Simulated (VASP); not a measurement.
Input of a VASP 6.6.1 run:

File INCAR:

```
SYSTEM = N
  PREC = Accurate
  ENCUT = 910
  EDIFF = 1E-6
  ISMEAR = -1
  SIGMA = 0.01
  LREAL = .FALSE.
  LASPH = .TRUE.
  NELM = 120
  ALGO = Normal
  ISIF = 2
  LWAVE = .FALSE.
  LCHARG = .TRUE.
  GGA = CA
  LELF = .TRUE.
  LVHAR = .TRUE.
  NBANDS = 12
  GGA_COMPAT = .FALSE.
```

KPOINTS

```
regular mesh
0
G
  1 1 1
  0 0 0
```

Contents of POSCAR:

```
N
1.0
    9.0000000000      0.0000000000      0.0000000000
    0.0000000000      9.2000000000      0.0000000000
    0.0000000000      0.0000000000     10.1000000000
N
2
Direct
    0.5000000000      0.5000000000      0.4458810925
    0.5000000000      0.5000000000      0.5541189075
```

Potentials or basis: VASP PAW LDA potentials, release 64 (N_h).

Launch:

```sh
$ cat potpaw_LDA.64/N_h/POTCAR > POTCAR
$ mpirun -np 1 vasp_gam > vasp.out
```

Question: What does it give for the largest force?

Answer: 0.318 eV/Å.

Forces in eV/Å, atoms in the order of the input:
```
N    0.000  0.000 -0.318
N    0.000  0.000  0.318
```
